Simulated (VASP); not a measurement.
A run of VASP 6.6.1 is set up as follows.

INCAR

```
SYSTEM = Be
PREC = Accurate
ENCUT = 520
EDIFF = 1E-7
ISMEAR = 0
SIGMA = 0.1
LREAL = .FALSE.
LASPH = .TRUE.
NELM = 100
ALGO = Normal
ISIF = 2
LWAVE = .FALSE.
LCHARG = .FALSE.
GGA = PE
NBANDS = 9
```

File KPOINTS:

```
Automatic mesh
0
G
  21 21 12
  0 0 0
```

The input POSCAR:

```
Be
1.0
    2.2146335192      0.0000000000      0.0000000000
   -1.1073167596      1.9179288877      0.0000000000
    0.0000000000      0.0000000000      3.4998433959
Be
2
Direct
    0.3333333333      0.6666666667      0.2500000000
    0.6666666667      0.3333333333      0.7500000000
```

Potentials or basis: VASP PAW PBE potentials, release 64 (Be).

The run is started by

```console
$ cat potpaw_PBE.64/Be/POTCAR > POTCAR
$ mpirun -np 1 vasp_std > vasp.out
```

Q: Estimate the pressure.

A: 8.6 GPa.

Q: What does it give for the band gap on the k mesh?

A: Zero (bands 2 and 3 overlap by 2.15 eV).

Stress tensor (GPa, compression positive):
```
8.56 0.00 0.00
0.00 8.56 0.00
0.00 0.00 8.68
```

Caveat: the cell stands under pressure.
